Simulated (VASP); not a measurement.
Write the native input for VASP 6.6.1 that does the following.

```yaml
Task: single point
Functional: PBE
Potentials_or_basis: VASP PAW PBE potentials, release 64 (Y_sv)
Cutoff: 520 eV
k_mesh: 6 × 6 × 6
Occupations: gaussian, width 0.1 eV
Spin: no spin polarisation
Dipole_correction: no
Further_INCAR_settings: ALGO = Fast; EDIFF = 1e-07; NBANDS = 54
```

The structure of Y lies in POSCAR:

```
Y
1.0
   -5.0625203600      5.0625203600      0.0000000000
   -5.0625203600      0.0000000000      5.0625203600
    0.0000000000      5.0625203600      5.0625203600
Y
8
Direct
    0.0000000000      0.0000000000      0.0000000000
    0.5000000000      0.0000000000      0.0000000000
    0.0000000000      0.5000000000      0.0000000000
    0.0000000000      0.0000000000      0.5000000000
    0.5000000000      0.5000000000      0.0000000000
    0.5000000000      0.0000000000      0.5000000000
    0.0000000000      0.5000000000      0.5000000000
    0.5000000000      0.5000000000      0.5000000000
```

One way to write it, as run:

INCAR

```
PREC     = Accurate       # precision mode
ENCUT    = 520            # plane-wave cutoff, eV
EDIFF    = 1E-7           # SCF threshold, eV
ISMEAR   = 0              # smearing method
SIGMA    = 0.1            # smearing width, eV
LREAL    = False          # projectors in reciprocal space
LASPH    = True           # aspherical terms in the spheres
NELM     = 100            # most SCF steps
ALGO     = Fast           # electronic algorithm
ISIF     = 2              # what is computed and relaxed
LWAVE    = False          # write WAVECAR
LCHARG   = False          # write CHGCAR
GGA      = PE             # functional
NBANDS   = 54             # bands
```

KPOINTS

```
Automatic mesh
0
Gamma
  6 6 6
```

Potentials or basis: VASP PAW PBE potentials, release 64 (Y_sv).

Command:

```console
$ cat potpaw_PBE.64/Y_sv/POTCAR > POTCAR
$ mpirun -np 1 vasp_std > vasp.out
```

Results of the run:

```json
{"Pressure": "-0.1 GPa", "Band gap on the k mesh": "zero (band 44 reaches 3.74 eV, above the bottom of band 45 at 2.82 eV)"}
```

Run time: 15 min on 1 thread of Intel(R) Xeon(R) Platinum 8124M CPU @ 3.00GHz (Skylake/Cascade Lake), with other jobs on the host, peak memory 0.49 GiB.
